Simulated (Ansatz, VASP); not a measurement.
One calculation of Ti, two programs

```xyz
2
Lattice="3.0827 0.0000 0.0000 -1.5414 2.6697 0.0000 0.0000 0.0000 4.6860" Properties=species:S:1:pos:R:3 pbc="T T T"
Ti    0.0000    1.7798    1.1715
Ti    1.5414    0.8899    3.5145
```

Change from the starting cell: strain +0.0450 x Voigt [1, 1, 0, 0, 0, 0], atoms carried along.

Alike in both runs: task single point; functional r2SCAN; k mesh 18 × 18 × 10; occupations gaussian, width 0.15 eV; no spin polarisation.

|  | VASP | Ansatz |
| --- | --- | --- |
| version | VASP 6.6.1 | Ansatz 0.2.0 |
| potentials or method | VASP PAW PBE potentials, release 64 (Ti_sv), cutoff 520 eV | scalar-relativistic, plane waves, PAW |
| valence electrons in the cell | 24 | 24 |

VASP gave:

```
gap on the k mesh at the Fermi level (eV)                     : none
pressure (GPa)                                                : -10.2
traceless stress, the component that is largest in VASP (GPa) : 2.63
```

Task: Which values does Ansatz return?

Result: gap on the k mesh at the Fermi level (eV): none; pressure (GPa): -10.4; traceless stress, the component that is largest in VASP (GPa): 2.62.

VASP's potentials were made for PBE, not for r2SCAN. A gap of «none» marks a metal or a gap that the smearing closes.
